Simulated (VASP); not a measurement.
# In2BiSb in VASP: single point with PBE

Aim: the single point of In2BiSb with PBE.

All numbers are computed with VASP 6.6.1; they aren't measurements. Logs are shortened: lines on timing, memory, paths and dates and some standing lists are left out, and cuts for length are marked.

### Step 1. The cell of the first run

The cell holds a sheet with vacuum, 4 atoms: a = 4.865 Å, b = 4.865 Å, c = 19.000 Å, α = 90.00°, β = 90.00°, γ = 120.00°.

### Step 2. Single point, PBE

Input file INCAR:

```
SYSTEM = In2BiSb
PREC     = Accurate       ! precision mode
ENCUT    = 520            ! plane-wave cutoff, eV
EDIFF    = 1E-6           ! SCF threshold, eV
ISMEAR   = 0              ! smearing method
SIGMA    = 0.1            ! smearing width, eV
LREAL    = .False.        ! projectors in reciprocal space
LASPH    = .True.         ! aspherical terms in the spheres
NELM     = 60             ! most SCF steps
ALGO     = Normal         ! electronic algorithm
ISIF     = 2              ! what is computed and relaxed
LWAVE    = .False.        ! write WAVECAR
LCHARG   = .False.        ! write CHGCAR
LDIPOL   = .True.       
IDIPOL   = 3            
DIPOL    = 0.5 0.5 0.499
GGA      = PE             ! functional
NBANDS   = 31             ! bands
```

Input file KPOINTS:

```
regular mesh
0
Gamma
  6 6 1
  0 0 0
```

Input file POSCAR:

```
In2BiSb
1.0
    4.8654241700      0.0000000000      0.0000000000
   -2.4327120900      4.2135813300      0.0000000000
    0.0000000000      0.0000000000     19.0000000000
In Sb Bi
2 1 1
Direct
    0.3333333300      0.6666666700      0.5538731000
    0.6666666700      0.3333333300      0.4404426900
    0.3333333300      0.6666666700      0.3896517000
    0.6666666700      0.3333333300      0.6103483000
```

Potentials or basis: VASP PAW PBE potentials, release 64 (In_d, Sb, Bi_d).

The run is started by

```bash
$ cat potpaw_PBE.64/In_d/POTCAR potpaw_PBE.64/Sb/POTCAR potpaw_PBE.64/Bi_d/POTCAR > POTCAR
$ mpirun -np 1 vasp_std > vasp.out
```

OUTCAR:

```text
SYSTEM = In2BiSb
   PREC = Accurate
   ENCUT = 520
   EDIFF = 1E-6
   ISMEAR = 0
   LREAL = .False.
   LASPH = .True.
   NELM = 60
   ISIF = 2
   GGA = PE

 ion  position               nearest neighbor table
   1  0.333  0.667  0.554-   4 3.01   4 3.01   4 3.01   3 3.12   2 3.54   2 3.54   2 3.54
   2  0.667  0.333  0.440-   3 2.97   3 2.97   3 2.97   4 3.23   1 3.54   1 3.54   1 3.54
   3  0.333  0.667  0.390-   2 2.97   2 2.97   2 2.97   1 3.12
   4  0.667  0.333  0.610-   1 3.01   1 3.01   1 3.01   2 3.23

  LATTYP: Found a hexagonal cell.
 ALAT       =     4.8654241700
 C/A-ratio  =     3.9051065922

  Lattice vectors:

 A1 = (   4.8654241700,   0.0000000000,   0.0000000000)
 A2 = (  -2.4327120900,   4.2135813300,   0.0000000000)
 A3 = (   0.0000000000,   0.0000000000,  19.0000000000)

Analysis of symmetry for initial positions (statically):
=====================================================================
 Subroutine PRICEL returns:
 Original cell was already a primitive cell.

 Routine SETGRP: Setting up the symmetry group for a
 hexagonal supercell.

 Subroutine GETGRP returns: Found  6 space group operations
 (whereof  6 operations were pure point group operations)
 out of a pool of 24 trial point group operations.

The static configuration has the point symmetry C_3v.

Analysis of symmetry for dynamics (positions and initial velocities):
=====================================================================
 Subroutine PRICEL returns:
 Original cell was already a primitive cell.

 Routine SETGRP: Setting up the symmetry group for a
 hexagonal supercell.

 Subroutine GETGRP returns: Found  6 space group operations
 (whereof  6 operations were pure point group operations)
 out of a pool of 24 trial point group operations.

The dynamic configuration has the point symmetry C_3v.

 Subroutine INISYM returns: Found  6 space group operations
 (whereof  6 operations are pure point group operations),
 and found     1 'primitive' translations

----------------------------------------------------------------------------------------

                                     Primitive cell

  volume of cell :     389.5163

  direct lattice vectors                    reciprocal lattice vectors
     4.865424170  0.000000000  0.000000000     0.205531926  0.118663902  0.000000000
    -2.432712090  4.213581330  0.000000000     0.000000000  0.237327803  0.000000000
     0.000000000  0.000000000 19.000000000     0.000000000  0.000000000  0.052631579

  length of vectors
     4.865424170  4.865424518 19.000000000     0.237327820  0.237327803  0.052631579

  position of ions in fractional coordinates (direct lattice)
     0.333333330  0.666666670  0.553873100
     0.666666670  0.333333330  0.440442690
     0.333333330  0.666666670  0.389651700
     0.666666670  0.333333330  0.610348300

  ion indices of the primitive-cell ions
   primitive index   ion index
                 1           1
                 2           2
                 3           3
                 4           4

----------------------------------------------------------------------------------------

 KPOINTS: regular mesh

Automatic generation of k-mesh.
 Grid dimensions read from file:
 generate k-points for:    6    6    1

 Generating k-lattice:

  Cartesian coordinates                     Fractional coordinates (reciprocal lattice)
     0.034255321  0.019777317  0.000000000     0.166666667  0.000000000  0.000000000
     0.000000000  0.039554634  0.000000000     0.000000000  0.166666667  0.000000000
     0.000000000  0.000000000  0.052631579     0.000000000  0.000000000  1.000000000

  Length of vectors
     0.039554637  0.039554634  0.052631579

  Shift w.r.t. Gamma in fractional coordinates (k-lattice)
     0.000000000  0.000000000  0.000000000

 Subroutine IBZKPT returns following result:
 ===========================================

 Found      7 irreducible k-points:

 Following reciprocal coordinates:
            Coordinates               Weight
  0.000000  0.000000  0.000000      1.000000
  0.166667  0.000000  0.000000      6.000000
  0.333333  0.000000  0.000000      6.000000
  0.500000  0.000000  0.000000      3.000000
  0.166667  0.166667  0.000000      6.000000
  0.333333  0.166667  0.000000     12.000000
  0.333333  0.333333  0.000000      2.000000
   k-points           NKPTS =      7   k-points in BZ     NKDIM =      7   number of bands    NBANDS=     31
   number of dos      NEDOS =    301   number of ions     NIONS =      4
   total plane-waves  NPLWV = 186624
   dimension x,y,z NGX =    36 NGY =   36 NGZ =  144
   dimension x,y,z NGXF=    72 NGYF=   72 NGZF=  288
   ions per type =               2   1   1
   NGX,Y,Z   is equivalent  to a cutoff of  12.30, 12.30, 12.60 a.u.
   NGXF,Y,Z  is equivalent  to a cutoff of  24.60, 24.60, 25.20 a.u.
 SYSTEM =  In2BiSb
   PREC   = accura    normal or accurate (medium, high low for compatibility)
   ISTART =      0    job   : 0-new  1-cont  2-samecut
   ICHARG =      2    charge: 1-file 2-atom 10-const
   ISPIN  =      1    spin polarized calculation?
   LNONCOLLINEAR =      F non collinear calculations
   LSORBIT =      F    spin-orbit coupling
   LASPH  =      T    aspherical Exc in radial PAW
   ENCUT  =  520.0 eV  38.22 Ry    6.18 a.u.   9.05  9.05 35.33*2*pi/ulx,y,z
   NELM   =     60;   NELMIN=  2; NELMDL= -5     # of ELM steps
   EDIFF  = 0.1E-05   stopping-criterion for ELM
   LREAL  =      F    real-space projection
   EDIFFG = 0.1E-04   stopping-criterion for IOM
   NSW    =      0    number of steps for IOM
   IBRION =     -1    ionic relax: 0-MD 1-quasi-New 2-CG
   NFREE  =      0    steps in history (QN), initial steepest desc. (CG)
   ISIF   =      2    stress and relaxation
   ISYM   =      2    0-nonsym 1-usesym 2-fastsym
   POTIM  = 0.5000    time-step for ionic-motion
   TEBEG  =    0.0;   TEEND  =   0.0 temperature during run
   PSTRESS=    0.0 pullay stress
   NELECT =      46.0000    total number of electrons
   NUPDOWN=      -1.0000    fix difference up-down
   EMIN   =  10.00;   EMAX   =-10.00  energy-range for DOS
   EFERMI =   0.00;   METHOD = LEGACY
   ISMEAR =     0;   SIGMA  =   0.10  broadening in eV -4-tet -1-fermi 0-gaus
   EFERMI_NEDOS =   21; number of points for ismear=-14 and -15
   IALGO  =     38    algorithm
   IMIX   =      4    mixing-type and parameters
     AMIX     =   0.40;   BMIX     =  1.00
     AMIX_MAG =   1.60;   BMIX_MAG =  1.00
  volume/ion in A,a.u.               =      97.38       657.15
  Fermi-wavevector in a.u.,A,eV,Ry     =   0.803191  1.517811  8.777335  0.645116
  Thomas-Fermi vector in A             =   1.911012
   LORBIT       =      0    0 simple, 1 ext, 2 COOP (PROOUT), +10 PAW based schemes
   GGA     = PE    functional components
   LHFCALC =     F    Hartree Fock is set to
   AEXX    =    0.0000 exact exchange contribution
   IVDW    =     0    specifies the selected vdW correction
   LEPSILON=     F    determine dielectric tensor
   LRPA    =     F    only Hartree local field effects (RPA)
 non-spin polarized calculation
 Gauss-broadening in eV      SIGMA  =   0.10
  energy-cutoff  :      520.00
  volume of cell :      389.52
 maximum number of plane-waves:     10539
   NGX = 19   NGY = 19   NGZ = 71

 number of electron      46.0000006 magnetization

 dipolmoment           0.000000      0.000000     -0.035779 electrons x Angstroem

 Free energy of the ion-electron system (eV)
  ---------------------------------------------------
  ext. energy  EPLUGINS =         0.00000000
  ---------------------------------------------------
  free energy    TOTEN  =       -12.77488058 eV

  energy without entropy =      -12.77172693  energy(sigma->0) =      -12.77330375

 E-fermi :  -1.0460     XC(G=0):  -3.8370

 val. band max:       -1.3089280811   @ k =   0.1667   0.0000   0.0000
 cond. band min:      -1.0460262947   @ k =   0.0000   0.0000   0.0000
 fundamental gap:      0.2629017864
 Fermi energy:        -1.0460274651

 k-point     1 :       0.0000    0.0000    0.0000
  band No.  band energies     occupation
      1     -23.2709      2.00000
      2     -23.2709      2.00000
      3     -23.2435      2.00000
      4     -23.2408      2.00000
      5     -23.2408      2.00000
      6     -15.6609      2.00000
[... 23 lines left out ...]
     30       2.3553      0.00000
     31       2.8009      0.00000

 k-point     2 :       0.1667    0.0000    0.0000
  band No.  band energies     occupation
      1     -23.2710      2.00000
      2     -23.2701      2.00000
      3     -23.2430      2.00000
      4     -23.2410      2.00000
      5     -23.2405      2.00000
      6     -15.6612      2.00000
[... 23 lines left out ...]
     30       2.8278      0.00000
     31       3.3011      0.00000

 k-point     3 :       0.3333    0.0000    0.0000
  band No.  band energies     occupation
      1     -23.2712      2.00000
      2     -23.2685      2.00000
      3     -23.2422      2.00000
      4     -23.2412      2.00000
      5     -23.2400      2.00000
      6     -15.6693      2.00000
[... 23 lines left out ...]
     30       3.7543      0.00000
     31       4.2612      0.00000

 k-point     4 :       0.5000    0.0000    0.0000
  band No.  band energies     occupation
      1     -23.2714      2.00000
      2     -23.2677      2.00000
      3     -23.2421      2.00000
      4     -23.2411      2.00000
      5     -23.2398      2.00000
      6     -15.6753      2.00000
[... 23 lines left out ...]
     30       4.2434      0.00000
     31       5.0012      0.00000

 k-point     5 :       0.1667    0.1667    0.0000
  band No.  band energies     occupation
      1     -23.2709      2.00000
      2     -23.2692      2.00000
      3     -23.2424      2.00000
      4     -23.2412      2.00000
      5     -23.2402      2.00000
      6     -15.6622      2.00000
[... 23 lines left out ...]
     30       3.4998      0.00000
     31       3.7324      0.00000

 k-point     6 :       0.3333    0.1667    0.0000
  band No.  band energies     occupation
      1     -23.2707      2.00000
      2     -23.2683      2.00000
      3     -23.2418      2.00000
      4     -23.2412      2.00000
      5     -23.2401      2.00000
      6     -15.6667      2.00000
[... 23 lines left out ...]
     30       4.2322      0.00000
     31       4.5816      0.00000

 k-point     7 :       0.3333    0.3333    0.0000
  band No.  band energies     occupation
      1     -23.2696      2.00000
      2     -23.2691      2.00000
      3     -23.2415      2.00000
      4     -23.2410      2.00000
      5     -23.2404      2.00000
      6     -15.6591      2.00000
[... 23 lines left out ...]
     30       4.2575      0.00000
     31       4.4173      0.00000

------------------------ aborting loop because EDIFF is reached ----------------------------------------

 vacuum level on the upper side and lower side of the slab       (xc-potential included)        -0.186         0.042

  FORCE on cell =-STRESS in cart. coord.  units (eV):
  Direction    XX          YY          ZZ          XY          YZ          ZX
  --------------------------------------------------------------------------------------
  -------------------------------------------------------------------------------------
  Total       -2.1661547     -2.1661551      0.2227193      0.0000000     -0.0000000     -0.0000000
  in kB       -8.9099316     -8.9099333      0.9160996      0.0000000     -0.0000000     -0.0000000
  external PRESSURE =      -5.6345884 kB  Pullay stress =       0.0000000 kB

 VOLUME and BASIS-vectors are now :
 -----------------------------------------------------------------------------
  energy-cutoff  :      520.00
  volume of cell :      389.52
      direct lattice vectors                 reciprocal lattice vectors
     4.865424170  0.000000000  0.000000000     0.205531926  0.118663902  0.000000000
    -2.432712090  4.213581330  0.000000000     0.000000000  0.237327803  0.000000000
     0.000000000  0.000000000 19.000000000     0.000000000  0.000000000  0.052631579

 POSITION                                       TOTAL-FORCE (eV/Angst)
 -----------------------------------------------------------------------------------
     -0.00000      2.80905     10.52359        -0.000000      0.000000     -0.117968
      2.43271      1.40453      8.36841         0.000000     -0.000000      0.007254
     -0.00000      2.80905      7.40338         0.000000     -0.000000     -0.037819
      2.43271      1.40453     11.59662        -0.000000      0.000000      0.148532
 -----------------------------------------------------------------------------------
    total drift:                               -0.000023      0.000010     -0.000377

  FREE ENERGIE OF THE ION-ELECTRON SYSTEM (eV)
  ---------------------------------------------------
  free  energy   TOTEN  =       -12.7748805780 eV

  energy  without entropy=      -12.7717269315  energy(sigma->0) =      -12.77330375

 vacuum level on the upper side and lower side of the slab         3.270         3.531
```

Run time: 4.2 min. Hardware: 1 thread of Intel Xeon 8259CL, shared host; peak memory 0.48 GiB.

Results:

* Free energy: -12.7749 eV
* Largest force: 0.149 eV/Å
* Band gap on the k mesh: zero (filled and empty bands touch)

Forces in eV/Å, atoms in the order of the input:
```
In   0.000  0.000 -0.118
In   0.000  0.000  0.007
Sb   0.000  0.000 -0.038
Bi   0.000  0.000  0.149
```

Caveat: spin-orbit coupling is left out, which moves the levels of the heavy elements.

The gap in the log of VASP goes by the Fermi energy; the results here count the filled bands.